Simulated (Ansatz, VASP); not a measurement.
## Two plane-wave programs on ZrO2

```
CELL_PARAMETERS angstrom
0.00000 2.53500 2.53500
2.53500 0.00000 2.53500
2.53500 2.53500 0.00000
ATOMIC_POSITIONS crystal
Zr 0.00000 0.00000 0.00000
O 0.25000 0.25000 0.25000
O 0.75000 0.75000 0.75000
```

Alike in both runs: task single point; functional PBE; k mesh 5 × 5 × 5; no spin polarisation.

|  | VASP | Ansatz |
| --- | --- | --- |
| version | VASP 6.6.1 | Ansatz 0.2.0 |
| potentials or method | VASP PAW PBE potentials, release 64 (Zr_sv, O), cutoff 600 eV | plane waves, PAW |
| occupations | gaussian, width 0.01 eV | fixed |
| valence electrons in the cell | 24 | 24 |

```tsv
	VASP	Ansatz	Ansatz less VASP
gap on the k mesh at the Fermi level (eV)	3.58	3.59	+0.006
```

The k mesh is coarse, so the values compare programs but aren't converged.
